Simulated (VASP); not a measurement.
ZnSe, 2 atoms in the cell. Symmetry: Pm-3m, No. 221, cubic system. Conventional cell: a = 3.696 Å, b = 3.696 Å, c = 3.696 Å, α = 90.00°, β = 90.00°, γ = 90.00°. Within 4.2 Å of Zn (site symmetry m-3m) lie 8 Se at 3.20 Å and 6 Zn at 3.70 Å. Within 4.2 Å of Se (site symmetry m-3m) lie 8 Zn at 3.20 Å and 6 Se at 3.70 Å. 

```yaml
Program: VASP 6.6.1
Task: single point
Functional: PBE
Potentials_or_basis: VASP PAW PBE potentials, release 64 (Zn, Se)
Cutoff: 520 eV
k_mesh: 6 × 6 × 6
Occupations: gaussian, width 0.1 eV
Spin: no spin polarisation
Dipole_correction: no
Further_INCAR_settings: ALGO = Normal; EDIFF = 1e-07; NBANDS = 16
```

Potentials or basis: VASP PAW PBE potentials, release 64 (Zn, Se).

The run is started by

```sh
$ cat potpaw_PBE.64/Zn/POTCAR potpaw_PBE.64/Se/POTCAR > POTCAR
$ mpirun -np 1 vasp_std > vasp.out
```

Hardware: 1 thread of Intel Xeon 6975P-C, on a shared host.

Q: Estimate the wall time of this run.

A: Run time: 13 s on 1 thread of Intel Xeon 6975P-C (shared host), peak memory 0.16 GiB. Counts: scf iterations 13, k points 20.
